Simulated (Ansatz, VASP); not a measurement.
**Mg2NCl in VASP and in Ansatz**

```
Mg N Cl
1.0
     1.64661    0.95067    5.93796
    -1.64661    0.95067    5.93796
     0.00000   -1.90134    5.93796
Mg N Cl
2 1 1
Direct
  0.22291 0.22291 0.22291
  0.77709 0.77709 0.77709
  0.50000 0.50000 0.50000
  0.00000 0.00000 0.00000
```

Alike in both runs: task single point; functional r2SCAN; k mesh 10 × 10 × 10; no spin polarisation.

|  | VASP | Ansatz |
| --- | --- | --- |
| version | VASP 6.6.1 | Ansatz 0.2.0 |
| potentials or method | VASP PAW PBE potentials, release 64 (Mg, N, Cl) | plane waves, PAW |
| plane-wave cutoff (eV) | 520 | 500 |
| occupations | gaussian, width 0.01 eV | fixed |
| valence electrons in the cell | 16 | 32 |

Ansatz gave:

```
gap on the k mesh at the Fermi level (eV)                     : 3.12
pressure (GPa)                                                : 0.0
traceless stress, the component that is largest in VASP (GPa) : 0.01
rms of the force components (eV/Å)                            : 0.000
```

Task: Estimate VASP's values.

Result: gap on the k mesh at the Fermi level (eV): 3.08; pressure (GPa): -0.5; traceless stress, the component that is largest in VASP (GPa): -0.09; rms of the force components (eV/Å): 0.028.

VASP's potentials were made for PBE, not for r2SCAN. Atom by atom the forces differ by 0.027 eV/Å (rms over components). VASP's potentials hold 16 valence electrons a cell and Ansatz's 32, so a difference there can come from the potentials and not from the codes.
